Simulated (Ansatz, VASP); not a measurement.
# ZrS2: VASP beside Ansatz

```xyz
3
Lattice="3.6353 0.0000 0.0000 -1.8176 3.1482 0.0000 0.0000 0.0000 5.7204" Properties=species:S:1:pos:R:3 pbc="T T T"
Zr    0.0000    0.0000    0.0000
S     1.8176    1.0494    4.2600
S     0.0000    2.0988    1.4604
```

Alike in both runs: functional PBE; dispersion D3(BJ); k mesh 9 × 9 × 6; occupations gaussian, width 0.02 eV; no spin polarisation.

Ansatz relaxed the structure, and its values are those at the end. VASP's run is a single point on that final structure, the one shown.

```csv
,VASP,Ansatz
version,VASP 6.6.1,Ansatz 0.2.0
potentials or method,"VASP PAW PBE potentials, release 64 (Zr_sv, S), cutoff 500 eV","scalar-relativistic, plane waves, PAW"
valence electrons in the cell,24,24
```

```csv
,VASP,Ansatz,Ansatz less VASP
gap on the k mesh at the Fermi level (eV),0.70,0.70,-0.004
least direct gap on the mesh (eV),1.42,1.41,-0.010
pressure (GPa),-0.1,0.0,+0.05
```
